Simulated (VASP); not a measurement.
# Ga: single point with PBEsol

The system is Ga.

```
CELL_PARAMETERS angstrom
3.00317 0.00000 0.00000
-1.50158 2.60082 0.00000
0.00000 0.00000 4.86513
ATOMIC_POSITIONS crystal
Ga 0.33333 0.66667 0.25000
Ga 0.66667 0.33333 0.75000
```

```json
{
  "Program": "VASP 6.6.1",
  "Task": "single point",
  "Functional": "PBEsol",
  "Potentials or basis": "VASP PAW PBE potentials, release 64 (Ga_d)",
  "Cutoff": "520 eV",
  "k mesh": "11 × 11 × 6",
  "Occupations": "fermi-dirac, width 0.05 eV",
  "Spin": "no spin polarisation"
}
```

The pressure is -3.2 GPa and the band gap on the k mesh is zero (band 13 reaches 9.62 eV, above the bottom of band 14 at 2.37 eV).

Stress tensor (GPa, compression positive):
```
-2.96  0.00  0.00
 0.00 -2.96  0.00
 0.00  0.00 -3.61
```

Levels at points of the mesh, in eV from the Fermi level:
```tsv
k point	band 9	band 10	band 11	band 12	band 13	band 14	band 15	band 16	band 17	band 18
(0.00, 0.00, 0.00)	-14.62	-14.62	-11.00	-4.86	-3.91	9.49	9.49	11.46	11.46	12.48
(0.00, 0.00, 0.50)	-14.66	-14.66	-9.37	-9.37	3.72	3.72	10.68	10.68	10.68	10.68
```

Run time: 25 s on 1 thread of AMD EPYC 9R45 96-Core Processor (Zen 5) (shared host), peak memory 0.14 GiB.

Caveat: the PAW data sets were made with another functional, which shifts forces and pressure a little.
